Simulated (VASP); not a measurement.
# Ir (P-1) in VASP: settings compared, part 2 of 2

VASP 6.6.1. Earlier steps stand in the parts before.

## Step 4: Single point, PBE

The input, INCAR:

```
SYSTEM = Ir
PREC = Accurate
ENCUT = 520
EDIFF = 1E-6
ISMEAR = -1
SIGMA = 0.1
LREAL = .False.
LASPH = .True.
NELM = 60
ALGO = Fast
ISIF = 2
LWAVE = .False.
LCHARG = .False.
GGA = PE
NBANDS = 10
```

The input, KPOINTS:

```
regular mesh
0
Gamma
  9 9 8
  0 0 0
```

The input, POSCAR:

```
Ir
1.0
    0.0644692700      1.8373557400      1.7560488600
    1.9418131400      0.0774349900      1.7430831500
    2.1728248700      2.0554017600     -0.1535767500
Ir
1
Direct
    0.0000000000      0.0000000000      0.0000000000
```

Potentials or basis: VASP PAW PBE potentials, release 64 (Ir).

Started as:

```bash
> cat potpaw_PBE.64/Ir/POTCAR > POTCAR
> mpirun -np 1 vasp_std > vasp.out
```

OUTCAR:

```text
SYSTEM = Ir
   PREC = Accurate
   ENCUT = 520
   EDIFF = 1E-6
   ISMEAR = -1
   LREAL = .False.
   LASPH = .True.
   NELM = 60
   ISIF = 2
   GGA = PE

 ion  position               nearest neighbor table
   1  0.000  0.000  0.000-

  LATTYP: Found a triclinic cell.
 ALAT       =     2.7500977690
 B/A-ratio  =     2.2832312854
 C/A-ratio  =     1.0374029019
 COS(alpha) =     0.0088672219
 COS(beta)  =     0.5786771390
 COS(gamma) =     0.7696309043

  Lattice vectors:

 A1 = (  -0.2310117300,  -1.9779667700,   1.8966599000)
 A2 = (   3.5881452800,  -3.6604525300,   3.6267773400)
 A3 = (  -2.1083556000,  -0.2180460200,   1.9096256100)

Analysis of symmetry for initial positions (statically):
=====================================================================
 Subroutine PRICEL returns:
 Original cell was already a primitive cell.

 Routine SETGRP: Setting up the symmetry group for a
 triclinic supercell.

 Subroutine GETGRP returns: Found  2 space group operations
 (whereof  2 operations were pure point group operations)
 out of a pool of  2 trial point group operations.

The static configuration has the point symmetry S_2 .

Analysis of symmetry for dynamics (positions and initial velocities):
=====================================================================
 Subroutine PRICEL returns:
 Original cell was already a primitive cell.

 Routine SETGRP: Setting up the symmetry group for a
 triclinic supercell.

 Subroutine GETGRP returns: Found  2 space group operations
 (whereof  2 operations were pure point group operations)
 out of a pool of  2 trial point group operations.

The dynamic configuration has the point symmetry S_2 .

 Subroutine INISYM returns: Found  2 space group operations
 (whereof  2 operations are pure point group operations),
 and found     1 'primitive' translations

[... 115 lines left out ...]
  Thomas-Fermi vector in A             =   2.534959
   LORBIT       =      0    0 simple, 1 ext, 2 COOP (PROOUT), +10 PAW based schemes
   GGA     = PE    functional components
   LHFCALC =     F    Hartree Fock is set to
   AEXX    =    0.0000 exact exchange contribution
   IVDW    =     0    specifies the selected vdW correction
   LEPSILON=     F    determine dielectric tensor
   LRPA    =     F    only Hartree local field effects (RPA)
 non-spin polarized calculation
 RMM-DIIS sequential band-by-band and
  energy-cutoff  :      520.00
  volume of cell :       13.99
 maximum number of plane-waves:       388
   NGX =  9   NGY =  9   NGZ = 11

 number of electron       9.0000000 magnetization

 Free energy of the ion-electron system (eV)
  ---------------------------------------------------
  ext. energy  EPLUGINS =         0.00000000
  ---------------------------------------------------
  free energy    TOTEN  =        -8.40763471 eV

  energy without entropy =       -8.36629697  energy(sigma->0) =       -8.38696584

 E-fermi :  10.4850     XC(G=0): -14.0218

 val. band max:       10.4829059969   @ k =  -0.3333   0.4444   0.3750
 cond. band min:      10.4881355693   @ k =   0.1111   0.2222   0.2500
 fundamental gap:      0.0052295724
 Fermi energy:        10.4849625204

 k-point     1 :       0.0000    0.0000    0.0000
  band No.  band energies     occupation
      1      -0.6346      2.00000
      2       5.0678      2.00000
      3       6.7627      2.00000
      4       7.3108      2.00000
      5       9.2906      1.99999
      6      10.5523      0.67567
      7      24.3884      0.00000
      8      27.7005      0.00000
      9      32.4767      0.00000
     10      33.3120      0.00000
[... 287 lines left out ...]
 k-point    24 :       0.0000    0.3333    0.0000
  band No.  band energies     occupation
      1       2.4956      2.00000
      2       5.1888      2.00000
      3       7.4380      2.00000
      4       8.6668      2.00000
      5       9.7394      1.99884
      6      10.8043      0.07880
      7      22.6706      0.00000
      8      26.6705      0.00000
      9      31.0561      0.00000
     10      34.9008      0.00000

 [... further k-points ...]

------------------------ aborting loop because EDIFF is reached ----------------------------------------

  FORCE on cell =-STRESS in cart. coord.  units (eV):
  Direction    XX          YY          ZZ          XY          YZ          ZX
  --------------------------------------------------------------------------------------
  -------------------------------------------------------------------------------------
  Total        1.6418270      3.3091039      2.8410858     -2.1726641      2.0272138      1.7689022
  in kB      188.0497465    379.0144505    325.4091133   -248.8501717    232.1907473    202.6045431
  external PRESSURE =     297.4911034 kB  Pullay stress =       0.0000000 kB

 VOLUME and BASIS-vectors are now :
 -----------------------------------------------------------------------------
  energy-cutoff  :      520.00
  volume of cell :       13.99
      direct lattice vectors                 reciprocal lattice vectors
     0.064469270  1.837355740  1.756048860    -0.256973762  0.292074744  0.273296327
     1.941813140  0.077434990  1.743083150     0.278200963 -0.273477489  0.275926275
     2.172824870  2.055401760 -0.153576750     0.219231946  0.235735674 -0.254699073

 POSITION                                       TOTAL-FORCE (eV/Angst)
 -----------------------------------------------------------------------------------
      0.00000      0.00000      0.00000         0.000000      0.000000     -0.000000
 -----------------------------------------------------------------------------------
    total drift:                                0.000000     -0.000000     -0.000000

  FREE ENERGIE OF THE ION-ELECTRON SYSTEM (eV)
  ---------------------------------------------------
  free  energy   TOTEN  =        -8.4076347056 eV

  energy  without entropy=       -8.3662969710  energy(sigma->0) =       -8.38696584
```

stdout:

```text
POSCAR found type information on POSCAR Ir
 POSCAR found :  1 types and       1 ions
 scaLAPACK will be used
 LDA part: xc-table for (Slater+PW92), standard interpolation
 POSCAR, INCAR and KPOINTS ok, starting setup
 FFT: planning ... GRIDC
 FFT: planning ... GRID_SOFT
 FFT: planning ... GRID
 WAVECAR not read
 entering main loop
```

Run time: 46 s. Hardware: 1 thread of AMD EPYC 9R14 (Zen 4), shared host; peak memory 0.14 GiB.

What came out:

```yaml
Free_energy: -8.4076 eV
Pressure: 29.7 GPa
```

Stress tensor (GPa, compression positive):
```
 18.80 -24.89  20.26
-24.89  37.90  23.22
 20.26  23.22  32.54
```

Caveat: spin-orbit coupling is left out, which moves the levels of the heavy elements.

## Step 5: Single point, r2SCAN

POSCAR is that of step 4.

The input, INCAR.step1:

```
SYSTEM = Ir
ALGO = Normal
EDIFF = 1E-4
ENCUT = 520
GGA = PE
ISMEAR = 1
LASPH = .TRUE.
LCHARG = .FALSE.
LREAL = .FALSE.
LWAVE = .TRUE.
NBANDS = 10
NELM = 60
PREC = Accurate
SIGMA = 0.05
```

The input, INCAR.step2:

```
SYSTEM = Ir
ALGO = Normal
EDIFF = 1E-6
ENCUT = 520
ISIF = 2
ISMEAR = 1
ISTART = 1
LASPH = .TRUE.
LCHARG = .FALSE.
LMIXTAU = .TRUE.
LREAL = .FALSE.
LWAVE = .FALSE.
METAGGA = R2SCAN
NBANDS = 10
NELM = 60
PREC = Accurate
SIGMA = 0.05
```

The input, KPOINTS:

```
k-points
0
G
  9 9 8
  0 0 0
```

Started as:

```bash
> cat potpaw_PBE.64/Ir/POTCAR > POTCAR
> cp INCAR.step1 INCAR
> mpirun -np 1 vasp_std > vasp.out
> cp INCAR.step2 INCAR
> mpirun -np 1 vasp_std > vasp.out
```

It took 2.6 min on 1 thread of AMD EPYC 9R14 (Zen 4), shared host; peak memory 0.14 GiB.

The run converged. Its results:

- Free energy: -51.9132 eV
- Pressure: 24.2 GPa

Stress tensor (GPa, compression positive):
```
 13.05 -24.52  20.61
-24.52  32.76  22.97
 20.61  22.97  26.92
```

Levels at points of the mesh, in eV from the Fermi level:
```tsv
k point	band 1	band 2	band 3	band 4	band 5	band 6	band 7	band 8	band 9
(0.00, 0.00, 0.00)	-11.51	-5.58	-3.85	-3.27	-1.26	0.02	14.66	18.13	23.20
(0.00, 0.00, 0.50)	-8.94	-4.30	-3.50	-1.88	0.30	1.22	5.73	16.09	23.20
```

Caveat: the PAW data sets were made with another functional, which shifts forces and pressure a little; spin-orbit coupling is left out, which moves the levels of the heavy elements.

## Step 6: Single point, r2SCAN

POSCAR is that of step 5.

The input, INCAR.step1:

```
SYSTEM = Ir
ALGO = Normal
EDIFF = 1E-4
ENCUT = 520
GGA = PE
ISMEAR = 1
LASPH = .True.
LCHARG = .False.
LREAL = .False.
LWAVE = .True.
NBANDS = 10
NELM = 100
PREC = Accurate
SIGMA = 0.025
```

The input, INCAR.step2:

```
SYSTEM = Ir
ALGO = Normal
EDIFF = 1E-6
ENCUT = 520
ISIF = 2
ISMEAR = 1
ISTART = 1
LASPH = .True.
LCHARG = .False.
LMIXTAU = .True.
LREAL = .False.
LWAVE = .False.
METAGGA = R2SCAN
NBANDS = 10
NELM = 100
PREC = Accurate
SIGMA = 0.025
```

The input, KPOINTS:

```
k-points
0
Gamma
  9 9 8
  0 0 0
```

Potentials or basis: VASP PAW PBE potentials, release 64 (Ir).

Started as:

```bash
> cat potpaw_PBE.64/Ir/POTCAR > POTCAR
> cp INCAR.step1 INCAR
> mpirun -np 1 vasp_std > vasp.out
> cp INCAR.step2 INCAR
> mpirun -np 1 vasp_std > vasp.out
```

OUTCAR:

```text
SYSTEM = Ir
   EDIFF = 1E-6
   ENCUT = 520
   ISIF = 2
   ISMEAR = 1
   ISTART = 1
   LASPH = .True.
   LREAL = .False.
   METAGGA = R2SCAN
   NELM = 100
   PREC = Accurate

 ion  position               nearest neighbor table
   1  0.000  0.000  0.000-

  LATTYP: Found a triclinic cell.
 ALAT       =     2.7500977690
 B/A-ratio  =     2.2832312854
 C/A-ratio  =     1.0374029019
 COS(alpha) =     0.0088672219
 COS(beta)  =     0.5786771390
 COS(gamma) =     0.7696309043

  Lattice vectors:

 A1 = (  -0.2310117300,  -1.9779667700,   1.8966599000)
 A2 = (   3.5881452800,  -3.6604525300,   3.6267773400)
 A3 = (  -2.1083556000,  -0.2180460200,   1.9096256100)

Analysis of symmetry for initial positions (statically):
=====================================================================
 Subroutine PRICEL returns:
 Original cell was already a primitive cell.

 Routine SETGRP: Setting up the symmetry group for a
 triclinic supercell.

 Subroutine GETGRP returns: Found  2 space group operations
 (whereof  2 operations were pure point group operations)
 out of a pool of  2 trial point group operations.

The static configuration has the point symmetry S_2 .

Analysis of symmetry for dynamics (positions and initial velocities):
=====================================================================
 Subroutine PRICEL returns:
 Original cell was already a primitive cell.

 Routine SETGRP: Setting up the symmetry group for a
 triclinic supercell.

 Subroutine GETGRP returns: Found  2 space group operations
 (whereof  2 operations were pure point group operations)
 out of a pool of  2 trial point group operations.

The dynamic configuration has the point symmetry S_2 .

 Subroutine INISYM returns: Found  2 space group operations
 (whereof  2 operations are pure point group operations),
 and found     1 'primitive' translations

[... 115 lines left out ...]
  Thomas-Fermi vector in A             =   2.534959
   LORBIT       =      0    0 simple, 1 ext, 2 COOP (PROOUT), +10 PAW based schemes
   METAGGA = R2SCAN    functional components
   LHFCALC =     F    Hartree Fock is set to
   AEXX    =    0.0000 exact exchange contribution
   IVDW    =     0    specifies the selected vdW correction
   LEPSILON=     F    determine dielectric tensor
   LRPA    =     F    only Hartree local field effects (RPA)
 non-spin polarized calculation
 Methfessel and Paxton  Order N= 1 SIGMA  =   0.03
  energy-cutoff  :      520.00
  volume of cell :       13.99
 maximum number of plane-waves:       388
   NGX =  9   NGY =  9   NGZ = 11

 number of electron       9.0000000 magnetization

 Free energy of the ion-electron system (eV)
  ---------------------------------------------------
  ext. energy  EPLUGINS =         0.00000000
  ---------------------------------------------------
  free energy    TOTEN  =       -51.91327228 eV

  energy without entropy =      -51.91325981  energy(sigma->0) =      -51.91326813

 E-fermi :  10.2491     XC(G=0): -15.3496

 val. band max:       10.2458421942   @ k =  -0.3333  -0.2222   0.1250
 cond. band min:      10.2505821921   @ k =   0.1111   0.4444   0.5000
 fundamental gap:      0.0047399979
 Fermi energy:        10.2491434755

 k-point     1 :       0.0000    0.0000    0.0000
  band No.  band energies     occupation
      1      -1.2566      2.00000
      2       4.6735      2.00000
      3       6.4063      2.00000
      4       6.9789      2.00000
      5       8.9930      2.00000
      6      10.2741     -0.04989
      7      24.9119      0.00000
      8      28.3784      0.00000
      9      33.4492      0.00000
     10      34.2612      0.00000
[... 287 lines left out ...]
 k-point    24 :       0.0000    0.3333    0.0000
  band No.  band energies     occupation
      1       1.9778      2.00000
      2       4.7555      2.00000
      3       7.1426      2.00000
      4       8.3465      2.00000
      5       9.5071      2.00000
      6      10.5911     -0.00000
      7      23.2090      0.00000
      8      27.1963      0.00000
      9      31.8445      0.00000
     10      35.6527      0.00000

 [... further k-points ...]

------------------------ aborting loop because EDIFF is reached ----------------------------------------

  FORCE on cell =-STRESS in cart. coord.  units (eV):
  Direction    XX          YY          ZZ          XY          YZ          ZX
  --------------------------------------------------------------------------------------
  -------------------------------------------------------------------------------------
  Total        1.1419208      2.8633024      2.3459717     -2.1425538      2.0064015      1.8057881
  in kB      130.7920481    327.9537310    268.7002893   -245.4014346    229.8069743    206.8293465
  external PRESSURE =     242.4820228 kB  Pullay stress =       0.0000000 kB

 VOLUME and BASIS-vectors are now :
 -----------------------------------------------------------------------------
  energy-cutoff  :      520.00
  volume of cell :       13.99
      direct lattice vectors                 reciprocal lattice vectors
     0.064469270  1.837355740  1.756048860    -0.256973762  0.292074744  0.273296327
     1.941813140  0.077434990  1.743083150     0.278200963 -0.273477489  0.275926275
     2.172824870  2.055401760 -0.153576750     0.219231946  0.235735674 -0.254699073

 POSITION                                       TOTAL-FORCE (eV/Angst)
 -----------------------------------------------------------------------------------
      0.00000      0.00000      0.00000        -0.000000      0.000000     -0.000000
 -----------------------------------------------------------------------------------
    total drift:                               -0.000000     -0.000000     -0.000000

  FREE ENERGIE OF THE ION-ELECTRON SYSTEM (eV)
  ---------------------------------------------------
  free  energy   TOTEN  =       -51.9132722837 eV

  energy  without entropy=      -51.9132598081  energy(sigma->0) =      -51.91326813
```

OSZICAR.step1:

```text
N       E                     dE             d eps       ncg     rms          rms(c)
DAV:   1     0.495682983313E+02    0.49568E+02   -0.44020E+03  6524   0.820E+02
DAV:   2    -0.798228932492E+01   -0.57551E+02   -0.55096E+02  6620   0.199E+02
DAV:   3    -0.888162686706E+01   -0.89934E+00   -0.89414E+00  7522   0.303E+01
DAV:   4    -0.889004225047E+01   -0.84154E-02   -0.84137E-02  7424   0.272E+00
DAV:   5    -0.889020744368E+01   -0.16519E-03   -0.16519E-03  7596   0.368E-01    0.167E+01
DAV:   6    -0.847922767949E+01    0.41098E+00   -0.67202E-01  7440   0.101E+01    0.731E+00
DAV:   7    -0.839267859112E+01    0.86549E-01   -0.25134E-01  8400   0.565E+00    0.159E+00
DAV:   8    -0.838646975529E+01    0.62088E-02   -0.48495E-03  7258   0.951E-01    0.596E-02
DAV:   9    -0.838643766653E+01    0.32089E-04   -0.24408E-04  6674   0.193E-01
   1 F= -.83864377E+01 E0= -.83864105E+01  d E =-.813850E-04
```

Wall time 2.7 min (1 thread of AMD EPYC 9R14 (Zen 4), shared host); peak memory 0.14 GiB.

What came out:

| Property | Result |
| --- | --- |
| Free energy | -51.9133 eV |
| Pressure | 24.2 GPa |

Caveat: the PAW data sets were made with another functional, which shifts forces and pressure a little; spin-orbit coupling is left out, which moves the levels of the heavy elements.

## Step 7: Summary

```csv
level,k mesh,smearing,gap on the mesh (eV),pressure (GPa)
PBE,12 × 13 × 11,fermi-dirac 0.05 eV,none,29.4
PBE,9 × 9 × 8,fermi-dirac 0.1 eV,none,29.7
r2SCAN,9 × 9 × 8,methfessel-paxton 0.05 eV,none,24.2
r2SCAN,9 × 9 × 8,methfessel-paxton 0.025 eV,none,24.2
```

Alike in all rows: task single point; potentials or basis VASP PAW PBE potentials, release 64 (Ir); no spin polarisation; cell as given; cutoff (eV) 520.

Every run on the cell as given and a fine mesh finds a metal. The pressure there spans 24.2 GPa (r2SCAN) to 29.7 GPa (PBE); a positive pressure means that this level wants a larger cell, a negative one a smaller.

Caveats: spin-orbit coupling is left out, which moves the levels of the heavy elements; the PAW data sets were made with another functional, which shifts forces and pressure a little (some runs).

Absolute energies hang on the potentials; compare differences alone.
